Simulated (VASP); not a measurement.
Runs of VASP 6.6.1 on CaO. The structure is cubic, space group Pm-3m (No. 221). Conventional cell: a = 2.903 Å, b = 2.903 Å, c = 2.903 Å, α = 90.00°, β = 90.00°, γ = 90.00°. Within 3.3 Å of Ca (site symmetry m-3m) lie 8 O at 2.51 Å and 6 Ca at 2.90 Å. O (site symmetry m-3m) has 8 Ca at 2.51 Å and 6 O at 2.90 Å within 3.3 Å. 

```csv
level,potentials or basis,k mesh,gap on the mesh (eV),pressure (GPa)
LDA,"VASP PAW LDA potentials, release 64 (Ca_sv, O)",4 × 4 × 4,2.57,-5.9
PBE,"VASP PAW PBE potentials, release 64 (Ca_sv, O)",4 × 4 × 4,2.74,(b)
r2SCAN,"VASP PAW PBE potentials, release 64 (Ca_sv, O)",4 × 4 × 4,3.26,(a)
HSE06,"VASP PAW PBE potentials, release 64 (Ca_sv, O)",4 × 4 × 4,(c),1.3
PBE,"VASP PAW PBE potentials, release 64 (Ca_sv, O)",6 × 6 × 6,2.76,4.3
```

Alike in all rows: no spin polarisation; cell a = 2.903 Å, 2 atoms; smearing gaussian 0.01 eV.

**Question.** Estimate the missing entries.

**Answer.** (a) 1.1; (b) 4.4; (c) 4.47.

Caveats: some runs use coarse meshes; the structure was generated, so it needn't be the stable form of CaO; the PAW data sets were made with another functional, which shifts forces and pressure a little (at least some runs); the cell stands under pressure (at least some runs).

A k mesh can miss the band edges.
